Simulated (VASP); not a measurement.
A run of VASP 6.6.1:

Contents of INCAR:

```
PREC = Accurate ; ENCUT = 520
EDIFF = 1E-6 ; ISMEAR = -1
SIGMA = 0.05 ; LREAL = False
LASPH = True ; NELM = 80
ALGO = Normal ; ISIF = 2
LWAVE = False ; LCHARG = False
GGA = CA ; NBANDS = 13
```

Contents of KPOINTS:

```
regular mesh
0
Gamma
  11 11 11
```

File POSCAR:

```
Sn
1.0
   -1.7604013028      1.8103704880      2.3842034864
    1.7604013028     -1.8103704880      2.3842034864
    1.7604013028      1.8103704880     -2.3842034864
Sn
1
Direct
    0.0000000000      0.0000000000      0.0000000000
```

Potentials or basis: VASP PAW LDA potentials, release 64 (Sn_d).

Launch:

```console
$ cat potpaw_LDA.64/Sn_d/POTCAR > POTCAR
$ mpirun -np 1 vasp_std > vasp.out
```

Hardware: 1 thread of AMD EPYC 9R45 96-Core Processor (Zen 5) (shared host).

How long does it take, and how much memory?

Run time: 34 s on 1 thread of AMD EPYC 9R45 96-Core Processor (Zen 5), with other jobs on the host, peak memory 0.17 GiB. Counts: scf iterations 10, k points 216.
